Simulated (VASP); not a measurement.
# TiC (Fm-3m) in VASP: notebook

Runs on TiC. Level: PBEsol. Tasks: single point, relaxation of cell and atoms.

All numbers are computed with VASP 6.6.1; they aren't measurements. Logs are shortened: lines on timing, memory, paths and dates and some standing lists are left out, and cuts for length are marked.

### 1 The cell of the first run

Symmetry: Fm-3m, No. 225, cubic system. Conventional cell: a = 4.293 Å, b = 4.293 Å, c = 4.293 Å, α = 90.00°, β = 90.00°, γ = 90.00°. Ti (site symmetry m-3m) has 6 C at 2.15 Å within 2.8 Å. C (site symmetry m-3m) has 6 Ti at 2.15 Å within 2.8 Å.

### 2 Single point, PBEsol

The input, INCAR:

```
SYSTEM = TiC
  PREC = Accurate
  ENCUT = 520
  EDIFF = 1E-6
  ISMEAR = -1
  SIGMA = 0.1
  LREAL = .False.
  LASPH = .True.
  NELM = 60
  ALGO = Normal
  ISIF = 2
  LWAVE = .False.
  LCHARG = .False.
  GGA = PS
  NBANDS = 15
```

The input, KPOINTS:

```
Automatic mesh
0
Gamma
  14 14 14
  0 0 0
```

The input, POSCAR:

```
TiC
1.0
    0.0000000000      2.1467481303      2.1467481303
    2.1467481303      0.0000000000      2.1467481303
    2.1467481303      2.1467481303      0.0000000000
Ti C
1 1
Direct
    0.0000000000      0.0000000000      0.0000000000
    0.5000000000      0.5000000000      0.5000000000
```

Potentials or basis: VASP PAW PBE potentials, release 64 (Ti_sv, C).

Launch:

```
> cat potpaw_PBE.64/Ti_sv/POTCAR potpaw_PBE.64/C/POTCAR > POTCAR
> mpirun -np 1 vasp_std > vasp.out
```

OUTCAR:

```text
SYSTEM = TiC
   PREC = Accurate
   ENCUT = 520
   EDIFF = 1E-6
   ISMEAR = -1
   LREAL = .False.
   LASPH = .True.
   NELM = 60
   ISIF = 2
   GGA = PS

 ion  position               nearest neighbor table
   1  0.000  0.000  0.000-   2 2.15   2 2.15   2 2.15   2 2.15   2 2.15   2 2.15
   2  0.500  0.500  0.500-   1 2.15   1 2.15   1 2.15   1 2.15   1 2.15   1 2.15

  LATTYP: Found a face centered cubic cell.
 ALAT       =     4.2934962606

  Lattice vectors:

 A1 = (   0.0000000000,   2.1467481303,   2.1467481303)
 A2 = (   2.1467481303,   0.0000000000,   2.1467481303)
 A3 = (   2.1467481303,   2.1467481303,   0.0000000000)

Analysis of symmetry for initial positions (statically):
=====================================================================
 Subroutine PRICEL returns:
 Original cell was already a primitive cell.

 Routine SETGRP: Setting up the symmetry group for a
 face centered cubic supercell.

 Subroutine GETGRP returns: Found 48 space group operations
 (whereof 48 operations were pure point group operations)
 out of a pool of 48 trial point group operations.

The static configuration has the point symmetry O_h .

Analysis of symmetry for dynamics (positions and initial velocities):
=====================================================================
 Subroutine PRICEL returns:
 Original cell was already a primitive cell.

 Routine SETGRP: Setting up the symmetry group for a
 face centered cubic supercell.

 Subroutine GETGRP returns: Found 48 space group operations
 (whereof 48 operations were pure point group operations)
 out of a pool of 48 trial point group operations.

The dynamic configuration has the point symmetry O_h .

 Subroutine INISYM returns: Found 48 space group operations
 (whereof 48 operations are pure point group operations),
 and found     1 'primitive' translations

----------------------------------------------------------------------------------------

                                     Primitive cell

  volume of cell :      19.7867

  direct lattice vectors                    reciprocal lattice vectors
     0.000000000  2.146748130  2.146748130    -0.232910416  0.232910416  0.232910416
     2.146748130  0.000000000  2.146748130     0.232910416 -0.232910416  0.232910416
     2.146748130  2.146748130  0.000000000     0.232910416  0.232910416 -0.232910416

  length of vectors
     3.035960321  3.035960321  3.035960321     0.403412674  0.403412674  0.403412674

  position of ions in fractional coordinates (direct lattice)
     0.000000000  0.000000000  0.000000000
     0.500000000  0.500000000  0.500000000

  ion indices of the primitive-cell ions
   primitive index   ion index
                 1           1
                 2           2

----------------------------------------------------------------------------------------

 KPOINTS: Automatic mesh

Automatic generation of k-mesh.
 Grid dimensions read from file:
 generate k-points for:   14   14   14

 Generating k-lattice:

  Cartesian coordinates                     Fractional coordinates (reciprocal lattice)
    -0.016636458  0.016636458  0.016636458     0.071428571  0.000000000  0.000000000
     0.016636458 -0.016636458  0.016636458     0.000000000  0.071428571  0.000000000
     0.016636458  0.016636458 -0.016636458     0.000000000  0.000000000  0.071428571

  Length of vectors
     0.028815191  0.028815191  0.028815191

  Shift w.r.t. Gamma in fractional coordinates (k-lattice)
     0.000000000  0.000000000  0.000000000

 Subroutine IBZKPT returns following result:
 ===========================================

 Found    104 irreducible k-points:

 Following reciprocal coordinates:
            Coordinates               Weight
  0.000000  0.000000  0.000000      1.000000
  0.071429  0.000000  0.000000      8.000000
  0.142857  0.000000  0.000000      8.000000
  0.214286  0.000000  0.000000      8.000000
  0.285714  0.000000  0.000000      8.000000
  0.357143  0.000000  0.000000      8.000000
[... 16 lines left out ...]
  0.214286  0.142857  0.000000     24.000000
  0.285714  0.142857  0.000000     24.000000
 [... further k-points ...]
   k-points           NKPTS =    104   k-points in BZ     NKDIM =    104   number of bands    NBANDS=     15
   number of dos      NEDOS =    301   number of ions     NIONS =      2
   total plane-waves  NPLWV =  13824
   dimension x,y,z NGX =    24 NGY =   24 NGZ =   24
   dimension x,y,z NGXF=    48 NGYF=   48 NGZF=   48
   ions per type =               1   1
   NGX,Y,Z   is equivalent  to a cutoff of  13.14, 13.14, 13.14 a.u.
   NGXF,Y,Z  is equivalent  to a cutoff of  26.28, 26.28, 26.28 a.u.
 SYSTEM =  TiC
   PREC   = accura    normal or accurate (medium, high low for compatibility)
   ISTART =      0    job   : 0-new  1-cont  2-samecut
   ICHARG =      2    charge: 1-file 2-atom 10-const
   ISPIN  =      1    spin polarized calculation?
   LNONCOLLINEAR =      F non collinear calculations
   LSORBIT =      F    spin-orbit coupling
   LASPH  =      T    aspherical Exc in radial PAW
   ENCUT  =  520.0 eV  38.22 Ry    6.18 a.u.   5.64  5.64  5.64*2*pi/ulx,y,z
   NELM   =     60;   NELMIN=  2; NELMDL= -5     # of ELM steps
   EDIFF  = 0.1E-05   stopping-criterion for ELM
   LREAL  =      F    real-space projection
   EDIFFG = 0.1E-04   stopping-criterion for IOM
   NSW    =      0    number of steps for IOM
   IBRION =     -1    ionic relax: 0-MD 1-quasi-New 2-CG
   NFREE  =      0    steps in history (QN), initial steepest desc. (CG)
   ISIF   =      2    stress and relaxation
   ISYM   =      2    0-nonsym 1-usesym 2-fastsym
   POTIM  = 0.5000    time-step for ionic-motion
   TEBEG  =    0.0;   TEEND  =   0.0 temperature during run
   PSTRESS=    0.0 pullay stress
   NELECT =      16.0000    total number of electrons
   NUPDOWN=      -1.0000    fix difference up-down
   EMIN   =  10.00;   EMAX   =-10.00  energy-range for DOS
   EFERMI =   0.00;   METHOD = LEGACY
   ISMEAR =    -1;   SIGMA  =   0.10  broadening in eV -4-tet -1-fermi 0-gaus
   EFERMI_NEDOS =   21; number of points for ismear=-14 and -15
   IALGO  =     38    algorithm
   IMIX   =      4    mixing-type and parameters
     AMIX     =   0.40;   BMIX     =  1.00
     AMIX_MAG =   1.60;   BMIX_MAG =  1.00
  volume/ion in A,a.u.               =       9.89        66.76
  Fermi-wavevector in a.u.,A,eV,Ry     =   1.525189  2.882190 31.649903  2.326202
  Thomas-Fermi vector in A             =   2.633394
   LORBIT       =      0    0 simple, 1 ext, 2 COOP (PROOUT), +10 PAW based schemes
   GGA     = PS    functional components
   LHFCALC =     F    Hartree Fock is set to
   AEXX    =    0.0000 exact exchange contribution
   IVDW    =     0    specifies the selected vdW correction
   LEPSILON=     F    determine dielectric tensor
   LRPA    =     F    only Hartree local field effects (RPA)
 non-spin polarized calculation
  energy-cutoff  :      520.00
  volume of cell :       19.79
 maximum number of plane-waves:       544
   NGX = 11   NGY = 11   NGZ = 11

 number of electron      16.0000003 magnetization

 Free energy of the ion-electron system (eV)
  ---------------------------------------------------
  ext. energy  EPLUGINS =         0.00000000
  ---------------------------------------------------
  free energy    TOTEN  =       -19.80692862 eV

  energy without entropy =      -19.79667325  energy(sigma->0) =      -19.80180094

 E-fermi :   9.6014     XC(G=0): -12.9976

 val. band max:        9.5576266376   @ k =   0.0714   0.0714   0.0000
 cond. band min:       9.6059508391   @ k =   0.3571   0.2857   0.0000
 fundamental gap:      0.0483242015
 Fermi energy:         9.6013541307

 k-point     1 :       0.0000    0.0000    0.0000
  band No.  band energies     occupation
      1     -46.6383      2.00000
      2     -22.7504      2.00000
      3     -22.7504      2.00000
      4     -22.7504      2.00000
      5      -2.8766      2.00000
      6      10.2870      0.00210
      7      10.2870      0.00210
      8      10.2870      0.00210
      9      11.3518      0.00000
     10      11.3518      0.00000
     11      11.3518      0.00000
     12      11.3971      0.00000
     13      11.3971      0.00000
     14      20.4831      0.00000
     15      23.6459      0.00000

 k-point     2 :       0.0714    0.0000    0.0000
  band No.  band energies     occupation
      1     -46.6342      2.00000
      2     -22.7792      2.00000
      3     -22.7531      2.00000
      4     -22.7531      2.00000
      5      -2.7563      2.00000
      6       9.7293      0.43521
      7      10.0023      0.03563
      8      10.0023      0.03563
      9      10.6408      0.00006
     10      10.6408      0.00006
     11      11.6433      0.00000
     12      12.5693      0.00000
     13      12.5693      0.00000
     14      20.6858      0.00000
     15      23.7156      0.00000

 k-point     3 :       0.1429    0.0000    0.0000
  band No.  band energies     occupation
      1     -46.6226      2.00000
      2     -22.8594      2.00000
      3     -22.7605      2.00000
      4     -22.7605      2.00000
      5      -2.4056      2.00000
      6       8.6620      1.99983
      7       9.0872      1.98837
      8       9.0872      1.98837
      9      10.8033      0.00001
     10      10.8033      0.00001
     11      12.0200      0.00000
     12      13.8306      0.00000
     13      13.8306      0.00000
     14      21.1297      0.00000
     15      23.7881      0.00000
[... 343 lines left out ...]
 k-point    23 :       0.2143    0.1429    0.0000
  band No.  band energies     occupation
      1     -46.6047      2.00000
      2     -22.9241      2.00000
      3     -22.8029      2.00000
      4     -22.7967      2.00000
      5      -1.9040      2.00000
      6       7.1298      2.00000
      7       8.7631      1.99954
      8       9.1053      1.98607
      9       9.9966      0.03768
     10      11.6738      0.00000
     11      12.9338      0.00000
     12      13.3600      0.00000
     13      15.3487      0.00000
     14      22.0461      0.00000
     15      24.0371      0.00000

 k-point    24 :       0.2857    0.1429    0.0000
  band No.  band energies     occupation
      1     -46.5883      2.00000
      2     -23.0262      2.00000
      3     -22.8182      2.00000
      4     -22.8088      2.00000
      5      -1.3700      2.00000
      6       6.3762      2.00000
      7       7.9086      2.00000
      8       8.4750      1.99997
      9      10.4306      0.00050
     10      11.9891      0.00000
     11      13.1413      0.00000
     12      14.2996      0.00000
     13      16.2379      0.00000
     14      22.0203      0.00000
     15      24.1242      0.00000

 [... further k-points ...]
[... 5 lines left out ...]
  --------------------------------------------------------------------------------------
  -------------------------------------------------------------------------------------
  Total        0.0316354      0.0316354      0.0316354      0.0000000      0.0000000     -0.0000000
  in kB        2.5615995      2.5615995      2.5615995      0.0000000      0.0000000     -0.0000000
  external PRESSURE =       2.5615995 kB  Pullay stress =       0.0000000 kB

 VOLUME and BASIS-vectors are now :
 -----------------------------------------------------------------------------
  energy-cutoff  :      520.00
  volume of cell :       19.79
      direct lattice vectors                 reciprocal lattice vectors
     0.000000000  2.146748130  2.146748130    -0.232910416  0.232910416  0.232910416
     2.146748130  0.000000000  2.146748130     0.232910416 -0.232910416  0.232910416
     2.146748130  2.146748130  0.000000000     0.232910416  0.232910416 -0.232910416

 POSITION                                       TOTAL-FORCE (eV/Angst)
 -----------------------------------------------------------------------------------
      0.00000      0.00000      0.00000         0.000000      0.000000      0.000000
      2.14675      2.14675      2.14675         0.000000      0.000000      0.000000
 -----------------------------------------------------------------------------------
    total drift:                                0.000000     -0.000000     -0.000000

  FREE ENERGIE OF THE ION-ELECTRON SYSTEM (eV)
  ---------------------------------------------------
  free  energy   TOTEN  =       -19.8069286243 eV

  energy  without entropy=      -19.7966732545  energy(sigma->0) =      -19.80180094
```

It took 33 s on 1 thread of Intel Xeon 8259CL, shared host; peak memory 0.16 GiB.

Results:

```
Free energy            : -19.8069 eV
Pressure               : 0.3 GPa
Band gap on the k mesh : zero (band 8 reaches 10.29 eV, above the bottom of band 9 at 9.21 eV)
```

Levels at points of the mesh, in eV from the Fermi level:
| k point | band 6 | band 7 | band 8 | band 9 | band 10 | band 11 |
| --- | --- | --- | --- | --- | --- | --- |
| (0.00, 0.00, 0.00) | 0.69 | 0.69 | 0.69 | 1.75 | 1.75 | 1.75 |
| (0.50, 0.00, 0.00) | -5.98 | -2.97 | -2.97 | 3.04 | 3.04 | 4.27 |
| (0.50, 0.50, 0.00) | -3.45 | -1.74 | 0.01 | 0.01 | 2.85 | 3.67 |

Caveat: the PAW data sets were made with another functional, which shifts forces and pressure a little.

### 3 Single point, PBEsol

The input, INCAR:

```
PREC     = Accurate       # precision mode
ENCUT    = 520            # plane-wave cutoff, eV
EDIFF    = 1E-7           # SCF threshold, eV
ISMEAR   = -1             # smearing method
SIGMA    = 0.1            # smearing width, eV
LREAL    = False          # projectors in reciprocal space
LASPH    = True           # aspherical terms in the spheres
NELM     = 60             # most SCF steps
ALGO     = Normal         # electronic algorithm
ISIF     = 2              # what is computed and relaxed
LWAVE    = False          # write WAVECAR
LCHARG   = True           # write CHGCAR
GGA      = PS             # functional
LELF     = True           # ELF
LVHAR    = True         
NBANDS   = 15             # bands
```

The input, KPOINTS:

```
Automatic mesh
0
Gamma
  14 14 14
```

POSCAR is that of step 2.

Potentials or basis: VASP PAW PBE potentials, release 64 (Ti_sv, C).

Launch:

```
> cat potpaw_PBE.64/Ti_sv/POTCAR potpaw_PBE.64/C/POTCAR > POTCAR
> mpirun -np 1 vasp_std > vasp.out
```

Run time: 42 s. Hardware: 1 thread of Intel Xeon 8259CL, shared host; peak memory 0.16 GiB.

Results (log left out):

```
Free energy            : -19.8069 eV
Pressure               : 0.2 GPa
Band gap on the k mesh : zero (band 8 reaches 10.29 eV, above the bottom of band 9 at 9.21 eV)
```

Levels at points of the mesh, in eV from the Fermi level:
| k point | band 4 | band 5 | band 6 | band 7 | band 8 | band 9 | band 10 | band 11 | band 12 | band 13 |
| --- | --- | --- | --- | --- | --- | --- | --- | --- | --- | --- |
| (0.00, 0.00, 0.00) | -32.35 | -12.48 | 0.69 | 0.69 | 0.69 | 1.75 | 1.75 | 1.75 | 1.80 | 1.80 |
| (0.50, 0.00, 0.00) | -32.40 | -8.83 | -5.98 | -2.97 | -2.97 | 3.04 | 3.04 | 4.27 | 8.32 | 8.49 |
| (0.50, 0.50, 0.00) | -32.54 | -10.15 | -3.45 | -1.74 | 0.01 | 0.01 | 2.85 | 3.67 | 3.67 | 6.13 |

Caveat: the PAW data sets were made with another functional, which shifts forces and pressure a little.

### 4 Relaxation of cell and atoms, PBEsol

This run uses another cell than the first one, of 10.07 Å³/atom, 1.018 times its volume.

The input, INCAR:

```
SYSTEM = TiC
PREC     = Accurate       ! precision mode
ENCUT    = 600            ! plane-wave cutoff, eV
EDIFF    = 1E-6           ! SCF threshold, eV
ISMEAR   = -1             ! smearing method
SIGMA    = 0.1            ! smearing width, eV
LREAL    = .FALSE.        ! projectors in reciprocal space
LASPH    = .TRUE.         ! aspherical terms in the spheres
NELM     = 60             ! most SCF steps
ALGO     = Normal         ! electronic algorithm
ISIF     = 3              ! what is computed and relaxed
LWAVE    = .FALSE.        ! write WAVECAR
LCHARG   = .FALSE.        ! write CHGCAR
GGA      = PS             ! functional
IBRION   = 2              ! ionic algorithm
NSW      = 100            ! ionic steps
EDIFFG   = -0.002         ! ionic threshold
```

The input, KPOINTS:

```
Automatic mesh
0
G
  14 14 14
  0 0 0
```

The input, POSCAR:

```
TiC
1.0
    0.0000000000      2.1593000000      2.1593000000
    2.1593000000      0.0000000000      2.1593000000
    2.1593000000      2.1593000000      0.0000000000
Ti C
1 1
Direct
    0.0000000000      0.0000000000      0.0000000000
    0.5000000000      0.5000000000      0.5000000000
```

Launch:

```
> cat potpaw_PBE.64/Ti_sv/POTCAR potpaw_PBE.64/C/POTCAR > POTCAR
> mpirun -np 1 vasp_std > vasp.out
```

It took 88 s on 1 thread of Intel Xeon 8259CL, shared host; peak memory 0.16 GiB.

The run converged. Its results:

| Property | Result |
| --- | --- |
| Free energy | -19.8078 eV |
| Relaxed volume | 9.90 Å³/atom |
| Relaxed cell | a = 3.037 Å, b = 3.037 Å, c = 3.037 Å, α = 60.00°, β = 60.00°, γ = 60.00° |
| Space group after relaxing (to 0.05 Å) | Fm-3m (No. 225) |
| Energy gained by relaxing | 2.3 meV/atom |
| Ionic steps | 3 |
| Pressure after relaxing | 0.0 GPa |
| Band gap on the k mesh | zero (band 8 reaches 10.28 eV, above the bottom of band 9 at 9.20 eV) |

The path:
```tsv
step	energy change (eV)	largest force (eV/Å)	pressure (GPa)	volume (Å³)
1	0.0000	0.0000	-4.37	20.14
2	0.0041	0.0000	6.35	19.35
3	-0.0047	0.0000	-0.03	19.80
```

Final structure:
```cif
data_structure
_symmetry_space_group_name_H-M 'P 1'
_symmetry_Int_Tables_number 1
_cell_length_a 3.0366
_cell_length_b 3.0366
_cell_length_c 3.0366
_cell_angle_alpha 60.000
_cell_angle_beta 60.000
_cell_angle_gamma 60.000
_cell_volume 19.80
loop_
_atom_site_label
_atom_site_type_symbol
_atom_site_fract_x
_atom_site_fract_y
_atom_site_fract_z
_atom_site_occupancy
Ti1 Ti 0.00000 0.00000 0.00000 1
C1 C 0.50000 0.50000 0.50000 1
```

Levels at points of the mesh, in eV from the Fermi level:
| k point | band 5 | band 6 | band 7 | band 8 | band 9 | band 10 | band 11 | band 12 |
| --- | --- | --- | --- | --- | --- | --- | --- | --- |
| (0.00, 0.00, 0.00) | -12.47 | 0.69 | 0.69 | 0.69 | 1.75 | 1.75 | 1.75 | 1.79 |
| (0.50, 0.00, 0.00) | -8.83 | -5.98 | -2.97 | -2.97 | 3.04 | 3.04 | 4.27 | 8.32 |
| (0.50, 0.50, 0.00) | -10.15 | -3.45 | -1.74 | 0.01 | 0.01 | 2.84 | 3.67 | 3.67 |

Caveat: the PAW data sets were made with another functional, which shifts forces and pressure a little.
